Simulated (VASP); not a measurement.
# PbSe (Fm-3m) in VASP: single point with r2SCAN

Aim: the single point of PbSe with r2SCAN.

Everything below comes from runs of VASP 6.6.1. Logs are shortened: lines on timing, memory, paths and dates and some standing lists are left out, and cuts for length are marked.

### 1 The cell of the first run

Symmetry: Fm-3m, No. 225, cubic system. The conventional cell has a = 6.177 Å, b = 6.177 Å, c = 6.177 Å, α = 90.00°, β = 90.00°, γ = 90.00°. Pb (site symmetry m-3m) has 6 Se at 3.09 Å within 4.1 Å. Se (site symmetry m-3m) has 6 Pb at 3.09 Å within 4.1 Å.

### 2 Single point, r2SCAN, non-collinear spin, zero start, spin-orbit coupling

Contents of POSCAR:

```
PbSe
1.0
    0.0000000000      3.0887022195      3.0887022195
    3.0887022195      0.0000000000      3.0887022195
    3.0887022195      3.0887022195      0.0000000000
Pb Se
1 1
Direct
    0.0000000000      0.0000000000      0.0000000000
    0.5000000000      0.5000000000      0.5000000000
```

Contents of INCAR.step1:

```
PREC = Accurate
ENCUT = 520
ISMEAR = -1
SIGMA = 0.02
LREAL = False
LASPH = True
NELM = 150
LNONCOLLINEAR = True
MAGMOM = 0 0 0 0 0 0
LSORBIT = True
GGA_COMPAT = False
NBANDS = 32
GGA = PE
ALGO = Normal
EDIFF = 1E-4
LWAVE = True
LCHARG = False
```

Contents of INCAR.step2:

```
PREC = Accurate
ENCUT = 520
EDIFF = 1E-7
ISMEAR = -1
SIGMA = 0.02
LREAL = False
LASPH = True
NELM = 150
ALGO = Normal
ISIF = 2
LWAVE = False
LCHARG = True
LNONCOLLINEAR = True
MAGMOM = 0 0 0 0 0 0
LORBIT = 11
LSORBIT = True
GGA_COMPAT = False
LORBMOM = True
METAGGA = R2SCAN
LMIXTAU = True
LVHAR = True
NBANDS = 32
ISTART = 1
```

Contents of KPOINTS:

```
regular mesh
0
Gamma
  8 8 8
```

Potentials or basis: VASP PAW PBE potentials, release 64 (Pb_d, Se).

Command:

```
$ cat potpaw_PBE.64/Pb_d/POTCAR potpaw_PBE.64/Se/POTCAR > POTCAR
$ cp INCAR.step1 INCAR
$ mpirun -np 1 vasp_ncl > vasp.out
$ cp INCAR.step2 INCAR
$ mpirun -np 1 vasp_ncl > vasp.out
```

OUTCAR:

```text
PREC = Accurate
   ENCUT = 520
   EDIFF = 1E-7
   ISMEAR = -1
   LREAL = False
   LASPH = True
   NELM = 150
   ISIF = 2
   LNONCOLLINEAR = True
   LORBIT = 11
   LSORBIT = True
   METAGGA = R2SCAN
   ISTART = 1

 ion  position               nearest neighbor table
   1  0.000  0.000  0.000-   2 3.09   2 3.09   2 3.09   2 3.09   2 3.09   2 3.09
   2  0.500  0.500  0.500-   1 3.09   1 3.09   1 3.09   1 3.09   1 3.09   1 3.09

  LATTYP: Found a face centered cubic cell.
 ALAT       =     6.1774044390

  Lattice vectors:

 A1 = (   0.0000000000,   3.0887022195,   3.0887022195)
 A2 = (   3.0887022195,   0.0000000000,   3.0887022195)
 A3 = (   3.0887022195,   3.0887022195,   0.0000000000)

Analysis of symmetry for initial positions (statically):
=====================================================================
 Subroutine PRICEL returns:
 Original cell was already a primitive cell.

 Routine SETGRP: Setting up the symmetry group for a
 face centered cubic supercell.

 Subroutine GETGRP returns: Found 48 space group operations
 (whereof 48 operations were pure point group operations)
 out of a pool of 48 trial point group operations.

The static configuration has the point symmetry O_h .

Analysis of symmetry for dynamics (positions and initial velocities):
=====================================================================
 Subroutine PRICEL returns:
 Original cell was already a primitive cell.

 Routine SETGRP: Setting up the symmetry group for a
 face centered cubic supercell.

 Subroutine GETGRP returns: Found 48 space group operations
 (whereof 48 operations were pure point group operations)
 out of a pool of 48 trial point group operations.

The dynamic configuration has the point symmetry O_h .

Analysis of structural, dynamic, and magnetic symmetry:
=====================================================================
 Subroutine PRICEL returns:
 Original cell was already a primitive cell.

 Routine SETGRP: Setting up the symmetry group for a
 face centered cubic supercell.

 Subroutine GETGRP returns: Found 48 space group operations
 (whereof 48 operations were pure point group operations)
 out of a pool of 48 trial point group operations.

The overall configuration has the point symmetry O_h .

 Subroutine INISYM returns: Found 48 space group operations
 (whereof 48 operations are pure point group operations),
 and found     1 'primitive' translations

----------------------------------------------------------------------------------------

                                     Primitive cell

  volume of cell :      58.9329

  direct lattice vectors                    reciprocal lattice vectors
     0.000000000  3.088702220  3.088702220    -0.161880286  0.161880286  0.161880286
     3.088702220  0.000000000  3.088702220     0.161880286 -0.161880286  0.161880286
     3.088702220  3.088702220  0.000000000     0.161880286  0.161880286 -0.161880286

  length of vectors
     4.368084569  4.368084569  4.368084569     0.280384881  0.280384881  0.280384881

  position of ions in fractional coordinates (direct lattice)
     0.000000000  0.000000000  0.000000000
     0.500000000  0.500000000  0.500000000

  ion indices of the primitive-cell ions
   primitive index   ion index
                 1           1
                 2           2

----------------------------------------------------------------------------------------

 KPOINTS: regular mesh

Automatic generation of k-mesh.
 Grid dimensions read from file:
 generate k-points for:    8    8    8

 Generating k-lattice:

  Cartesian coordinates                     Fractional coordinates (reciprocal lattice)
    -0.020235036  0.020235036  0.020235036     0.125000000  0.000000000  0.000000000
[... 98 lines left out ...]

 number of electron      19.9999993 magnetization       0.0000000      0.0000000     -0.0000000

 number of electron      19.9999993 magnetization       0.0000000      0.0000000      0.0000000

 Free energy of the ion-electron system (eV)
  ---------------------------------------------------
  ext. energy  EPLUGINS =         0.00000000
  ---------------------------------------------------
  free energy    TOTEN  =       -72.33485033 eV

  energy without entropy =      -72.33484000  energy(sigma->0) =      -72.33484516

 E-fermi :   4.6705     XC(G=0):  -9.9332

 val. band max:        4.5494680289   @ k =   0.5000   0.0000   0.0000
 cond. band min:       4.7916068165   @ k =   0.5000   0.0000   0.0000
 fundamental gap:      0.2421387876
 Fermi energy:         4.6705374422

 k-point     1 :       0.0000    0.0000    0.0000
  band No.  band energies     occupation
      1     -14.3178      1.00000
      2     -14.3178      1.00000
      3     -14.3178      1.00000
      4     -14.3178      1.00000
      5     -11.7512      1.00000
      6     -11.7512      1.00000
[... 829 lines left out ...]
     31      15.9396      0.00000
     32      15.9461      0.00000

 [... further k-points ...]

------------------------ aborting loop because EDIFF is reached ----------------------------------------

  FORCE on cell =-STRESS in cart. coord.  units (eV):
  Direction    XX          YY          ZZ          XY          YZ          ZX
  --------------------------------------------------------------------------------------
  -------------------------------------------------------------------------------------
  Total       -0.0611431     -0.0611431     -0.0611431      0.0000000      0.0000000     -0.0000000
  in kB       -1.6622624     -1.6622624     -1.6622624      0.0000000      0.0000000     -0.0000000
  external PRESSURE =      -1.6622624 kB  Pullay stress =       0.0000000 kB

 VOLUME and BASIS-vectors are now :
 -----------------------------------------------------------------------------
  energy-cutoff  :      520.00
  volume of cell :       58.93
      direct lattice vectors                 reciprocal lattice vectors
     0.000000000  3.088702220  3.088702220    -0.161880286  0.161880286  0.161880286
     3.088702220  0.000000000  3.088702220     0.161880286 -0.161880286  0.161880286
     3.088702220  3.088702220  0.000000000     0.161880286  0.161880286 -0.161880286

 POSITION                                       TOTAL-FORCE (eV/Angst)
 -----------------------------------------------------------------------------------
      0.00000      0.00000      0.00000         0.000000     -0.000000      0.000000
      3.08870      3.08870      3.08870        -0.000000      0.000000     -0.000000
 -----------------------------------------------------------------------------------
    total drift:                                0.000000     -0.000000     -0.000000

  FREE ENERGIE OF THE ION-ELECTRON SYSTEM (eV)
  ---------------------------------------------------
  free  energy   TOTEN  =       -72.3348503320 eV

  energy  without entropy=      -72.3348399962  energy(sigma->0) =      -72.33484516

 orbital moment (x)

 # of ion     p       d       tot
 ----------------------------------------
  1         0.000   0.000   0.000
  2         0.000  -0.000  -0.000
 ----------------------------------------
            0.000  -0.000  -0.000

 orbital moment (y)

 # of ion     p       d       tot
 ----------------------------------------
  1         0.000   0.000   0.000
  2         0.000   0.000   0.000
 ----------------------------------------
            0.000   0.000   0.000

 orbital moment (z)

 # of ion     p       d       tot
 ----------------------------------------
  1         0.000   0.000   0.000
  2        -0.000   0.000  -0.000
 ----------------------------------------
           -0.000   0.000  -0.000

 Spin-Orbit-Coupling matrix elements

 Ion:    1  E_soc:     -0.7805977
 l=   1
     0.0000000    -0.0653373    -0.0653373
    -0.0653373     0.0000000    -0.0653373
    -0.0653373    -0.0653373     0.0000000
 l=   2
     0.0000000    -0.0130020     0.0000000    -0.0130020    -0.0517603
    -0.0130020     0.0000000    -0.0388202    -0.0130020    -0.0129401
     0.0000000    -0.0388202     0.0000000    -0.0388202     0.0000000
    -0.0130020    -0.0130020    -0.0388202     0.0000000    -0.0129401
    -0.0517603    -0.0129401     0.0000000    -0.0129401     0.0000000
 l=   3
     0.0000000     0.0000000     0.0000000     0.0000000     0.0000000     0.0000000     0.0000000
     0.0000000     0.0000000     0.0000000     0.0000000     0.0000000     0.0000000     0.0000000
     0.0000000     0.0000000     0.0000000     0.0000000     0.0000000     0.0000000     0.0000000
     0.0000000     0.0000000     0.0000000     0.0000000     0.0000000     0.0000000     0.0000000
     0.0000000     0.0000000     0.0000000     0.0000000     0.0000000     0.0000000     0.0000000
     0.0000000     0.0000000     0.0000000     0.0000000     0.0000000     0.0000000     0.0000000
     0.0000000     0.0000000     0.0000000     0.0000000     0.0000000     0.0000000     0.0000000

 Ion:    2  E_soc:     -0.0458831
 l=   1
     0.0000000    -0.0076596    -0.0076596
    -0.0076596     0.0000000    -0.0076596
    -0.0076596    -0.0076596     0.0000000
 l=   2
     0.0000000    -0.0000014     0.0000000    -0.0000014     0.0000138
    -0.0000014     0.0000000     0.0000104    -0.0000014     0.0000035
     0.0000000     0.0000104     0.0000000     0.0000104     0.0000000
    -0.0000014    -0.0000014     0.0000104     0.0000000     0.0000035
     0.0000138     0.0000035     0.0000000     0.0000035     0.0000000
 l=   3
     0.0000000     0.0000000     0.0000000     0.0000000     0.0000000     0.0000000     0.0000000
     0.0000000     0.0000000     0.0000000     0.0000000     0.0000000     0.0000000     0.0000000
     0.0000000     0.0000000     0.0000000     0.0000000     0.0000000     0.0000000     0.0000000
     0.0000000     0.0000000     0.0000000     0.0000000     0.0000000     0.0000000     0.0000000
     0.0000000     0.0000000     0.0000000     0.0000000     0.0000000     0.0000000     0.0000000
     0.0000000     0.0000000     0.0000000     0.0000000     0.0000000     0.0000000     0.0000000
     0.0000000     0.0000000     0.0000000     0.0000000     0.0000000     0.0000000     0.0000000

 total charge

# of ion       s       p       d       tot
------------------------------------------
    1        1.469   0.522   9.834  11.824
    2        1.463   2.373   0.016   3.852
--------------------------------------------------
tot          2.932   2.895   9.849  15.677

 magnetization (x)

# of ion       s       p       d       tot
------------------------------------------
    1        0.000   0.000  -0.000  -0.000
    2       -0.000   0.000   0.000  -0.000
--------------------------------------------------
tot         -0.000   0.000  -0.000  -0.000

 magnetization (y)

# of ion       s       p       d       tot
------------------------------------------
    1       -0.000   0.000   0.000  -0.000
    2       -0.000   0.000   0.000  -0.000
--------------------------------------------------
tot         -0.000   0.000   0.000  -0.000

 magnetization (z)

# of ion       s       p       d       tot
------------------------------------------
    1        0.000   0.000  -0.000  -0.000
    2        0.000   0.000   0.000   0.000
--------------------------------------------------
tot          0.000   0.000  -0.000  -0.000
```

Run time: 6.6 min. Hardware: 1 thread of Intel Xeon Platinum 8259CL at 2.50GHz (Skylake/Cascade Lake), shared host; peak memory 0.41 GiB.

What came out:

```yaml
Free_energy: -72.3349 eV
Pressure: -0.2 GPa
Net_moment: 0.00 μB per cell
Valence_electrons_inside_the_program's_atomic_spheres: Pb 11.82; Se 3.85
```

Moments on the atoms (μB; x, y, z):
```
Pb  0.00 0.00 0.00
Se  0.00 0.00 0.00
```

Caveat: the PAW data sets were made with another functional, which shifts forces and pressure a little.
